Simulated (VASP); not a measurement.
**W3Cl: relaxation of cell and atoms with PBE**

Crystal: W3Cl.

```
W Cl
1.0
     1.61702   -2.27394    0.00000
     1.61702    2.27394    0.00000
     0.00000    0.00000    9.39894
W Cl
3 1
Direct
  0.00000 0.00000 0.00000
  0.50000 0.50000 0.75900
  0.50000 0.50000 0.24100
  0.00000 0.00000 0.50000
```

```yaml
Program: VASP 6.6.1
Task: relaxation of cell and atoms
Functional: PBE
Potentials_or_basis: VASP PAW PBE potentials, release 64 (W_sv, Cl)
Cutoff: 600 eV
k_mesh: 7 × 7 × 2
Occupations: gaussian, width 0.2 eV
Spin: no spin polarisation
Dipole_correction: no
Further_INCAR_settings: ALGO = Normal; EDIFF = 1e-06; IBRION = 2; EDIFFG = -0.08; NSW = 36; ISIF = 3
```

```json
{
  "Relaxed volume": "16.57 Å³/atom",
  "Relaxed cell": "a = 2.844 Å, b = 2.844 Å, c = 8.896 Å, α = 90.00°, β = 90.00°, γ = 112.90°",
  "Space group after relaxing (to 0.1 Å)": "Cmmm (No. 65)",
  "Energy gained by relaxing": "72.3 meV/atom",
  "Ionic steps": "7",
  "Pressure after relaxing": "0.3 GPa",
  "Largest force after relaxing": "0.054 eV/Å",
  "Band gap on the k mesh": "zero (an odd number of electrons rules out a gap without spin polarisation)"
}
```

Forces on the atoms (eV/Å):
```
W    0.000  0.000  0.000
W    0.000  0.000 -0.054
W    0.000  0.000  0.054
Cl   0.000  0.000  0.000
```

Stress tensor (GPa, compression positive):
```
0.41 0.00 0.00
0.00 0.16 0.00
0.00 0.00 0.41
```

Step by step:
| step | energy change (eV) | largest force (eV/Å) | pressure (GPa) | volume (Å³) |
| --- | --- | --- | --- | --- |
| 1 | 0.0000 | 0.4233 | -6.84 | 69.12 |
| 2 | 0.0249 | 1.4217 | 19.94 | 61.80 |
| 3 | -0.2293 | 0.3677 | 4.28 | 65.40 |
| 4 | -0.2554 | 0.0315 | -3.21 | 67.53 |
| 5 | -0.2850 | 0.1361 | -0.33 | 66.61 |
| 6 | -0.2885 | 0.0856 | 0.06 | 66.42 |
| 7 | -0.2891 | 0.0541 | 0.33 | 66.29 |

Final structure:
```
W Cl
1.0
     1.57178   -2.37039    0.00000
     1.57178    2.37039    0.00000
     0.00000    0.00000    8.89616
W Cl
3 1
Direct
  0.00000 0.00000 0.00000
  0.50000 0.50000 0.75822
  0.50000 0.50000 0.24178
  0.00000 0.00000 0.50000
```

Levels at points of the mesh, in eV from the Fermi level:
```
           k point  band 21  band 22  band 23  band 24  band 25  band 26  band 27  band 28  band 29
(0.00, 0.00, 0.00)    -1.32    -1.09    -0.84    -0.79    -0.63     0.65     0.93     1.39     2.05
(0.00, 0.00, 0.50)    -1.29    -0.94    -0.84    -0.77    -0.61     0.83     0.97     1.30     1.52
```

It took 9.2 min on 1 thread of Intel Xeon 8259CL (shared host), peak memory 0.26 GiB.

Caveat: spin-orbit coupling is left out, which moves the levels of the heavy elements; an odd number of electrons without spin polarisation forces a metal; a magnetic or distorted state may lie lower; the relaxation stopped at a loose force limit of 0.08 eV/Å, so its end isn't a converged minimum.
